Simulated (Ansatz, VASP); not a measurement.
InSb in VASP and in Ansatz

```
CELL_PARAMETERS angstrom
5.92458 0.00000 0.00000
0.00000 5.95100 0.00000
0.00000 0.00000 3.22803
ATOMIC_POSITIONS crystal
In 0.00000 0.00000 0.01118
In 0.50000 0.50000 0.98882
Sb 0.00000 0.50000 0.26042
Sb 0.50000 0.00000 0.73958
```

Alike in both runs: functional PBE; k mesh 8 × 8 × 14; occupations gaussian, width 0.1 eV; no spin polarisation.

Ansatz relaxed the structure, and its values are those at the end. VASP's run is a single point on that final structure, the one shown.

```csv
,VASP,Ansatz
version,VASP 6.6.1,Ansatz 0.2.0
potentials or method,"VASP PAW PBE potentials, release 64 (In_d, Sb), cutoff 520 eV","scalar-relativistic, plane waves, PAW"
valence electrons in the cell,36,56
```

VASP gave:

* gap on the k mesh at the Fermi level (eV): none
* pressure (GPa): -0.1

**Question.** Estimate Ansatz's values.

**Answer.** gap on the k mesh at the Fermi level (eV): none; pressure (GPa): 0.0.

A gap of «none» marks a metal or a gap that the smearing closes. The functional is the same, so the differences come from potentials, cutoffs and numerics. VASP's potentials hold 36 valence electrons a cell and Ansatz's 56, so a difference there can come from the potentials and not from the codes.

Neither program's run includes spin-orbit coupling.
